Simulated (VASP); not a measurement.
Input of a VASP 6.6.1 run:

File INCAR:

```
PREC     = Accurate       # precision mode
ENCUT    = 520            # plane-wave cutoff, eV
EDIFF    = 1E-8           # SCF threshold, eV
ISMEAR   = -1             # smearing method
SIGMA    = 0.02           # smearing width, eV
LREAL    = F              # projectors in reciprocal space
LASPH    = T              # aspherical terms in the spheres
NELM     = 100            # most SCF steps
ALGO     = Normal         # electronic algorithm
ISIF     = 2              # what is computed and relaxed
LWAVE    = F              # write WAVECAR
LCHARG   = F              # write CHGCAR
GGA      = PS             # functional
LEFG     = T            
NBANDS   = 11             # bands
```

Contents of KPOINTS:

```
Automatic mesh
0
Gamma
  16 16 16
```

POSCAR

```
BAs
1.0
    0.0000000000      2.3885000000      2.3885000000
    2.3885000000      0.0000000000      2.3885000000
    2.3885000000      2.3885000000      0.0000000000
B As
1 1
Direct
    0.0000000000      0.0000000000      0.0000000000
    0.2500000000      0.2500000000      0.2500000000
```

Potentials or basis: VASP PAW PBE potentials, release 64 (B, As).

Run with:

```console
$ cat potpaw_PBE.64/B/POTCAR potpaw_PBE.64/As/POTCAR > POTCAR
$ mpirun -np 1 vasp_std > vasp.out
```

Question: Predict the band gap on the k mesh.

Answer: 1.09 eV, indirect (least direct gap 3.24 eV).

Question: What does it give for the pressure?

Answer: 0.1 GPa.

Caveat: without QUAD_EFG the Cq values of the log hold for a quadrupole moment of 1 mb, not for the nuclei; the PAW data sets were made with another functional, which shifts forces and pressure a little. A k mesh can miss the band edges.
